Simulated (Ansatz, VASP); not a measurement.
**One calculation of MgO, two programs**

POSCAR

```
MgO
1.0
    3.4841042127      0.0000000000      0.0000000000
   -1.7420521064      3.0173227576      0.0000000000
    0.0000000000      0.0000000000      4.1856875957
Mg O
2 2
Direct
    0.6666666667      0.3333333333      0.7500000000
    0.3333333333      0.6666666667      0.2500000000
    0.6542384304      0.3084768609      0.2500000000
    0.3209050971      0.6418101942      0.7500000000
```

File INCAR.step1:

```
SYSTEM = MgO
PREC = Accurate
ENCUT = 520
ISMEAR = 0
SIGMA = 0.05
LREAL = .False.
LASPH = .True.
NELM = 60
NBANDS = 16
GGA = PE
ALGO = Normal
EDIFF = 1E-4
LWAVE = .True.
LCHARG = .False.
```

INCAR.step2

```
SYSTEM = MgO
PREC = Accurate
ENCUT = 520
EDIFF = 1E-7
ISMEAR = 0
SIGMA = 0.05
LREAL = .False.
LASPH = .True.
NELM = 60
ALGO = Normal
ISIF = 2
LWAVE = .False.
LCHARG = .False.
METAGGA = R2SCAN
LMIXTAU = .True.
NBANDS = 16
ISTART = 1
```

The input KPOINTS:

```
regular mesh
0
Gamma
  6 6 6
  0 0 0
```

Input for Ansatz:

```yaml
crystal:
  lattice:
    - [3.4841042127, 0.0, 0.0]
    - [-1.7420521064, 3.0173227576, 0.0]
    - [0.0, 0.0, 4.1856875957]
  atoms:
    - { symbol: Mg, position: [0.6666666667, 0.3333333333, 0.75] }
    - { symbol: Mg, position: [0.3333333333, 0.6666666667, 0.25] }
    - { symbol: O, position: [0.6542384304, 0.3084768609, 0.25] }
    - { symbol: O, position: [0.3209050971, 0.6418101942, 0.75] }
basis:
  ecutwfc: 500
kpoints:
  mp_grid: { grid: [6, 6, 6] }
hamiltonian:
  xc: r2scan
scf:
  occupations: { method: gaussian, width: 0.05 }
output:
  forces: true
  stress: true
  eigenvalues: true
```

Change from the starting cell: all O atoms moved +0.075 Å, as atom 3 towards its neighbour atom 2 (Mg) at 2.012 Å.

Alike in both runs: task single point; functional r2SCAN; k mesh 6 × 6 × 6; occupations gaussian, width 0.05 eV; no spin polarisation.

```csv
,VASP,Ansatz
version,VASP 6.6.1,Ansatz 0.2.0
potentials or method,"VASP PAW PBE potentials, release 64 (Mg, O), cutoff 520 eV","scalar-relativistic, plane waves, PAW"
valence electrons in the cell,16,32
```

```tsv
	VASP	Ansatz	Ansatz less VASP
gap on the k mesh at the Fermi level (eV)	4.07	4.09	+0.014
least direct gap on the mesh (eV)	4.07	4.09	+0.014
pressure (GPa)	-0.3	0.5	+0.78
traceless stress, the component that is largest in VASP (GPa)	-0.83	-0.63	+0.201
rms of the force components (eV/Å)	0.409	0.403	-0.0062
```

VASP's potentials were made for PBE, not for r2SCAN. Atom by atom the forces differ by 0.006 eV/Å (rms over components). VASP's potentials hold 16 valence electrons a cell and Ansatz's 32, so a difference there can come from the potentials and not from the codes.
